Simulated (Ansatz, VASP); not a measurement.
# MgF2: VASP beside Ansatz

```
Mg F
1.0
     4.62190    0.00000    0.00000
     0.00000    4.58188    0.00000
     0.00000    0.00000    3.04615
Mg F
2 4
Direct
  0.50000 0.50000 0.50000
  0.00000 0.00000 0.00000
  0.80446 0.19866 0.50000
  0.19554 0.80134 0.50000
  0.30446 0.30134 0.00000
  0.69554 0.69866 0.00000
```

Change from the starting cell: uniaxial_y strain -0.9%.

Alike in both runs: task single point; functional r2SCAN; k mesh 6 × 6 × 8; no spin polarisation.

```csv
,VASP,Ansatz
version,VASP 6.6.1,Ansatz 0.2.0
potentials or method,"VASP PAW PBE potentials, release 64 (Mg, F)","plane waves, PAW"
plane-wave cutoff (eV),660,500
occupations,"gaussian, width 0.01 eV",fixed
valence electrons in the cell,32,48
```

Ansatz gave:

| Quantity | Value |
| --- | --- |
| gap on the k mesh at the Fermi level (eV) | 8.13 |
| pressure (GPa) | 0.9 |
| traceless stress, the component that is largest in VASP (GPa) | -0.32 |

Problem. Which values does VASP return?

Solution. gap on the k mesh at the Fermi level (eV): 8.09; pressure (GPa): -0.6; traceless stress, the component that is largest in VASP (GPa): -0.42.

VASP's potentials were made for PBE, not for r2SCAN. VASP's potentials hold 32 valence electrons a cell and Ansatz's 48, so a difference there can come from the potentials and not from the codes.
